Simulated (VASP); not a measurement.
**CaCu2S2: single point with PBE**

Crystal: CaCu2S2.

```
CELL_PARAMETERS angstrom
3.98724 0.00000 0.00000
-1.99362 3.45305 0.00000
0.00000 0.00000 6.60120
ATOMIC_POSITIONS crystal
Cu 0.33330 0.66670 0.37649
Cu 0.66670 0.33330 0.62351
Ca 0.00000 0.00000 0.00000
S 0.33330 0.66670 0.74630
S 0.66670 0.33330 0.25370
```

```
Program             : VASP 6.6.1
Task                : single point
Functional          : PBE
Potentials or basis : VASP PAW PBE potentials, release 64 (Cu, Ca_sv, S)
Cutoff              : 520 eV
k mesh              : 5 × 5 × 3
Occupations         : tetrahedron
Spin                : no spin polarisation
```

```yaml
Pressure: -3.0 GPa
Largest_force: 0.302 eV/Å
Band_gap_on_the_k_mesh: 0.96 eV
```

Forces on the atoms (eV/Å):
```
Cu   0.001  0.000  0.029
Cu  -0.001  0.000 -0.029
Ca   0.000  0.000  0.000
S    0.001 -0.001 -0.302
S   -0.001  0.001  0.302
```

Levels at points of the mesh, in eV from the valence-band top:
| k point | band 20 | band 21 | band 22 | band 23 | band 24 | band 25 |
| --- | --- | --- | --- | --- | --- | --- |
| (0.00, 0.00, 0.00) | -0.12 | 0.00 | 0.00 | 0.96 | 2.19 | 2.84 |

Run time: 120 s on 1 thread of Intel Xeon 8259CL, with other jobs on the host, peak memory 0.24 GiB.
